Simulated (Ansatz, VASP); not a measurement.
**Ga3S: VASP beside Ansatz**

```
Ga S
1.0
     4.32815    0.00000    0.00000
     0.00000    4.32815    0.00000
     0.00000    0.00000    4.32815
Ga S
3 1
Direct
  0.00000 0.50000 0.50000
  0.50000 0.00000 0.50000
  0.50000 0.50000 0.00000
  0.00000 0.00000 0.00000
```

Alike in both runs: functional PBE; k mesh 4 × 4 × 4; occupations gaussian, width 0.1 eV; no spin polarisation.

Ansatz relaxed the structure, and its values are those at the end. VASP's run is a single point on that final structure, the one shown.

|  | VASP | Ansatz |
| --- | --- | --- |
| version | VASP 6.6.1 | Ansatz 0.2.0 |
| potentials or method | VASP PAW PBE potentials, release 64 (Ga_d, S), cutoff 520 eV | scalar-relativistic, plane waves, PAW |
| valence electrons in the cell | 45 | 45 |

```tsv
	VASP	Ansatz	Ansatz less VASP
gap on the k mesh at the Fermi level (eV)	none	none	-
pressure (GPa)	-0.1	-0.1	-0.03
```

A gap of «none» marks a metal or a gap that the smearing closes.

The k mesh is coarse, so the values compare programs but aren't converged.
